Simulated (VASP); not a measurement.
Input of a VASP 6.6.1 run:

Contents of INCAR:

```
SYSTEM = Sn
PREC = Accurate
ENCUT = 600
EDIFF = 1E-6
ISMEAR = -1
SIGMA = 0.05
LREAL = .FALSE.
LASPH = .TRUE.
NELM = 60
ALGO = Normal
ISIF = 3
LWAVE = .FALSE.
LCHARG = .FALSE.
GGA = PE
IVDW = 13
IBRION = 2
NSW = 60
EDIFFG = -0.01
```

File KPOINTS:

```
regular mesh
0
G
  9 9 9
  0 0 0
```

POSCAR

```
Sn
1.0
   -2.9401404553      2.9401404553      1.5993019889
    2.9401404553     -2.9401404553      1.5993019889
    2.9401404553      2.9401404553     -1.5993019889
Sn
2
Direct
    0.0000000000      0.0000000000      0.0000000000
    0.7500000000      0.2500000000      0.5000000000
```

Potentials or basis: VASP PAW PBE potentials, release 64 (Sn_d).

Run with:

```console
$ cat potpaw_PBE.64/Sn_d/POTCAR > POTCAR
$ mpirun -np 1 vasp_std > vasp.out
```

(1) What does it give for the relaxed volume?

(2) Predict the space group after relaxing (to 0.05 Å).

Results:

(1) 27.17 Å³/atom.

(2) I4_1/amd (No. 141).

Caveat: pairwise dispersion overbinds metals, which lowers pressure and volume.
